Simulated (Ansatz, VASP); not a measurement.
One calculation of CaV3P, two programs

```xyz
5
Lattice="4.3046 0.0000 0.0000 0.0000 4.3046 0.0000 0.0000 0.0000 4.3046" Properties=species:S:1:pos:R:3 pbc="T T T"
Ca    0.0000    0.0000    0.0000
V     0.0000    2.1523    2.1523
V     2.1523    0.0000    2.1523
V     2.1523    2.1523    0.0000
P     2.1523    2.1523    2.1523
```

Alike in both runs: task relaxation of cell and atoms; functional PBE; k mesh 4 × 4 × 4; occupations gaussian, width 0.1 eV; collinear spin.

```csv
,VASP,Ansatz
version,VASP 6.6.1,Ansatz 0.2.0
potentials or method,"VASP PAW PBE potentials, release 64 (Ca_sv, V_sv, P), cutoff 600 eV","scalar-relativistic, plane waves, PAW"
valence electrons in the cell,54,54
```

|  | VASP | Ansatz | Ansatz less VASP |
| --- | --- | --- | --- |
| gap on the k mesh at the Fermi level, each at its own relaxed structure (eV) | none | none | - |
| net moment per atom (μB) | 0.59 | 0.57 | -0.020 |
| size of the moment on the site where the two differ most (μB) | 0.85 | 0.71 | -0.139 |
| relaxed volume (Å³/atom) | 18.53 | 18.44 | -0.089 |
| relaxed length of the cell vector where the two differ most in proportion (Å) | 4.525 | 4.518 | -0.0072 |

Site moments also hang on the region over which each program counts them. A gap of «none» marks a metal or a gap that the smearing closes.

The k mesh is coarse, so the values compare programs but aren't converged. Noted on VASP's run: the volume moved by over 15 % at a fixed basis, so the end points are rough.
